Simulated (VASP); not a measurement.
Runs of VASP 6.6.1 on TiO2. The cells are those of the table. 

| cell | gap on the mesh (eV) | pressure (GPa) | largest force (eV/Å) |
| --- | --- | --- | --- |
| a = 3.937, b = 3.937, c = 9.932 Å, 12 atoms | 2.29 | -2.1 | (a) |
| a = 3.920, b = 3.920, c = 9.888 Å, 12 atoms | 2.08 | -6.5 | 6.76 |
| a = 3.798, b = 3.798, c = 9.580 Å, 12 atoms | 1.88 | 1.7 | 3.19 |
| a = 3.876, b = 3.876, c = 9.778 Å, 12 atoms | 1.79 | (b) | 3.96 |

Alike in all rows: task single point; level PBE+D3(BJ); potentials or basis VASP PAW PBE potentials, release 64 (Ti_sv, O); no spin polarisation; k mesh 3 × 3 × 1; cutoff (eV) 520; smearing fermi-dirac 0.36 eV.

Problem. Fill in the values left out.

Solution. (a) 5.78; (b) -5.3.

Caveats: all runs use coarse meshes; forces of over 1 eV/Å act on the atoms, so gaps and moduli don't describe the material at rest.

A k mesh can miss the band edges.
